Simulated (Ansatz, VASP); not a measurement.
## Ti3BiO3 in VASP and in Ansatz

```xyz
7
Lattice="-0.0003 -0.0012 2.8498 7.2176 0.0023 -0.0009 -3.6067 6.2880 -0.0023" Properties=species:S:1:pos:R:3 pbc="T T T"
Ti    1.3054    4.9423    1.4231
Ti   -1.3002    4.9438    1.4228
Ti    0.0002    2.6852    1.4235
Bi   -3.6075    6.2970   -0.0022
O     0.0025    5.7048   -0.0007
O    -1.3103    3.4359   -0.0019
O     1.3114    3.4341   -0.0028
```

Change from the starting cell: cell x1, atoms moved at random (sigma 0.1 Å) and cell strained at random (1.5 %), then relaxed without symmetry.

Alike in both runs: functional PBE; k mesh 8 × 6 × 6; occupations gaussian, width 0.2 eV; no spin polarisation.

Ansatz relaxed the structure, and its values are those at the end. VASP's run is a single point on that final structure, the one shown.

|  | VASP | Ansatz |
| --- | --- | --- |
| version | VASP 6.6.1 | Ansatz 0.2.0 |
| potentials or method | VASP PAW PBE potentials, release 64 (Ti_sv, Bi_d, O), cutoff 520 eV | scalar-relativistic, plane waves, PAW |
| valence electrons in the cell | 69 | 69 |

```tsv
	VASP	Ansatz	Ansatz less VASP
gap on the k mesh at the Fermi level (eV)	none	none	-
pressure (GPa)	0.3	0.1	-0.25
rms of the force components (eV/Å)	0.031	0.006	-0.0251
```

A gap of «none» marks a metal or a gap that the smearing closes. With one functional, cell and mesh, what is left measures potentials, basis and numerics.

Neither program's run includes spin-orbit coupling.
